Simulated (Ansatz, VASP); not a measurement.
# Two plane-wave programs on InP3

The input INCAR:

```
SYSTEM = InP3
  PREC = Accurate
  ENCUT = 520
  EDIFF = 1E-7
  ISMEAR = 0
  SIGMA = 0.1
  LREAL = .False.
  LASPH = .True.
  NELM = 60
  ALGO = Normal
  ISIF = 2
  LWAVE = .False.
  LCHARG = .False.
  GGA = PS
  NBANDS = 38
```

KPOINTS

```
Automatic mesh
0
Gamma
  3 3 3
  0 0 0
```

File POSCAR:

```
InP3
1.0
    3.7244993001      2.1503406735      3.2950000000
   -3.7244993001      2.1503406735      3.2950000000
    0.0000000000     -4.3006813470      3.2950000000
In P
2 6
Direct
    0.2755000000      0.2755000000      0.2755000000
    0.7245000000      0.7245000000      0.7245000000
    0.7963000000      0.2414000000      0.7963000000
    0.7963000000      0.7963000000      0.2414000000
    0.2414000000      0.7963000000      0.7963000000
    0.2037000000      0.7586000000      0.2037000000
    0.7586000000      0.2037000000      0.2037000000
    0.2037000000      0.2037000000      0.7586000000
```

Input for Ansatz:

```yaml
crystal:
  lattice:
    - [3.7244993001, 2.1503406735, 3.295]
    - [-3.7244993001, 2.1503406735, 3.295]
    - [0.0, -4.300681347, 3.295]
  atoms:
    - { symbol: In, position: [0.2755, 0.2755, 0.2755] }
    - { symbol: In, position: [0.7245, 0.7245, 0.7245] }
    - { symbol: P, position: [0.7963, 0.2414, 0.7963] }
    - { symbol: P, position: [0.7963, 0.7963, 0.2414] }
    - { symbol: P, position: [0.2414, 0.7963, 0.7963] }
    - { symbol: P, position: [0.2037, 0.7586, 0.2037] }
    - { symbol: P, position: [0.7586, 0.2037, 0.2037] }
    - { symbol: P, position: [0.2037, 0.2037, 0.7586] }
basis:
  ecutwfc: 420
kpoints:
  mp_grid: { grid: [3, 3, 3] }
hamiltonian:
  xc: pbesol
scf:
  occupations: { method: gaussian, width: 0.1 }
output:
  forces: true
  stress: true
  eigenvalues: true
```

Alike in both runs: task single point; functional PBEsol; k mesh 3 × 3 × 3; occupations gaussian, width 0.1 eV; no spin polarisation.

|  | VASP | Ansatz |
| --- | --- | --- |
| version | VASP 6.6.1 | Ansatz 0.2.0 |
| potentials or method | VASP PAW PBE potentials, release 64 (In_d, P), cutoff 520 eV | scalar-relativistic, plane waves, PAW |
| valence electrons in the cell | 56 | 56 |

```csv
,VASP,Ansatz,Ansatz less VASP
pressure (GPa),-0.3,-0.3,+0.01
"traceless stress, the component that is largest in VASP (GPa)",-0.22,-0.28,-0.055
rms of the force components (eV/Å),0.140,0.151,+0.0104
```

VASP's potentials were made for PBE, not for PBEsol. Atom by atom the forces differ by 0.011 eV/Å (rms over components). The functional is the same, so the differences come from potentials, cutoffs and numerics.

The k mesh is coarse, so the values compare programs but aren't converged.
